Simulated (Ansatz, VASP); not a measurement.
**One calculation of Al2P3, two programs**

```
Al P
1.0
     7.44525    0.00000    0.00000
     0.00000    7.44525    0.00000
     0.00000    0.00000    3.74036
Al P
4 6
Cartesian
  6.5518 2.8292 0.0000
  4.6161 6.5518 0.0000
  0.8934 4.6161 0.0000
  2.8292 0.8934 0.0000
  3.7226 3.7226 0.0000
  0.0000 0.0000 0.0000
  5.0628 1.3401 1.8702
  6.1051 5.0628 1.8702
  2.3825 6.1051 1.8702
  1.3401 2.3825 1.8702
```

Change from the starting cell: species swapped into the Zr3Ga2 type (P4/mbm, No. 127).

Alike in both runs: task relaxation of cell and atoms; functional PBE; k mesh 4 × 4 × 4; occupations gaussian, width 0.1 eV; no spin polarisation.

|  | VASP | Ansatz |
| --- | --- | --- |
| version | VASP 6.6.1 | Ansatz 0.2.0 |
| potentials or method | VASP PAW PBE potentials, release 64 (Al, P), cutoff 600 eV | scalar-relativistic, plane waves, PAW |
| valence electrons in the cell | 42 | 42 |

```tsv
	VASP	Ansatz	Ansatz less VASP
gap on the k mesh at the Fermi level, each at its own relaxed structure (eV)	none	none	-
relaxed volume (Å³/atom)	15.19	15.23	+0.044
relaxed cell length with the largest relative difference (Å)	7.280	7.287	+0.0074
```

A gap of «none» marks a metal or a gap that the smearing closes.

The k mesh is coarse, so the values compare programs but aren't converged. Noted on VASP's run: the volume moved by over 15 % at a fixed basis, so the end points are rough.
